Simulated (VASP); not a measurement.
A run of VASP 6.6.1 is set up as follows.

Contents of INCAR:

```
  ALGO = Normal
  EDIFF = 1E-6
  ENCUT = 500
  GGA = PE
  GGA_COMPAT = F
  ISIF = 2
  ISMEAR = 0
  IVDW = 12
  LASPH = T
  LCHARG = F
  LREAL = F
  LWAVE = F
  NBANDS = 8
  NELM = 120
  PREC = Accurate
  SIGMA = 0.1
```

Contents of KPOINTS:

```
k-points
0
Gamma
  18 18 18
```

File POSCAR:

```
Al
1.0
    0.0000000000      2.0108292836      2.0108292836
    2.0108292836      0.0000000000      2.0108292836
    2.0108292836      2.0108292836      0.0000000000
Al
1
Direct
    0.0000000000      0.0000000000      0.0000000000
```

Potentials or basis: VASP PAW PBE potentials, release 64 (Al).

Run with:

```sh
$ cat potpaw_PBE.64/Al/POTCAR > POTCAR
$ mpirun -np 1 vasp_std > vasp.out
```

Problem. Estimate the pressure.

Solution. -2.4 GPa.

Problem. Predict the dispersion energy per atom.

Solution. -0.341 eV.

Caveat: pairwise dispersion overbinds metals, which lowers pressure and volume.
